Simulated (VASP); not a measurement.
Input of a VASP 6.6.1 run:

The input POSCAR:

```
KF
1.0
    3.1788706666      0.0000000000      0.0000000000
    0.0000000000      3.1788706666      0.0000000000
    0.0000000000      0.0000000000      3.1788706666
K F
1 1
Direct
    0.0000000000      0.0000000000      0.0000000000
    0.5000000000      0.5000000000      0.5000000000
```

INCAR.step1

```
  PREC = Accurate
  ENCUT = 520
  EDIFF = 1E-5
  ISMEAR = 0
  SIGMA = 0.01
  LREAL = F
  LASPH = T
  NELM = 100
  ALGO = Normal
  ISIF = 2
  LWAVE = T
  LCHARG = F
  GGA = PE
  NBANDS = 15
```

INCAR.step2

```
  PREC = Accurate
  ENCUT = 520
  EDIFF = 1E-7
  ISMEAR = 0
  SIGMA = 0.01
  LREAL = F
  LASPH = T
  NELM = 100
  ALGO = Normal
  ISIF = 2
  LWAVE = F
  LCHARG = F
  GGA = PE
  LHFCALC = T
  HFSCREEN = 0.2079
  PRECFOCK = Normal
  ISTART = 1
  NBANDS = 15
```

Contents of KPOINTS:

```
regular mesh
0
Gamma
  4 4 4
```

Potentials or basis: VASP PAW PBE potentials, release 64 (K_sv, F).

Command:

```sh
$ cat potpaw_PBE.64/K_sv/POTCAR potpaw_PBE.64/F/POTCAR > POTCAR
$ cp INCAR.step1 INCAR
$ mpirun -np 1 vasp_std > vasp.out
$ cp INCAR.step2 INCAR
$ mpirun -np 1 vasp_std > vasp.out
```

Problem. Estimate the pressure.

Solution. 1.7 GPa.

Problem. Estimate the band gap on the k mesh.

Solution. 8.90 eV, indirect (least direct gap 8.93 eV).

Caveat: the k points lie up to 0.49 Å⁻¹ apart; the PAW data sets were made with another functional, which shifts forces and pressure a little. A k mesh can miss the band edges.
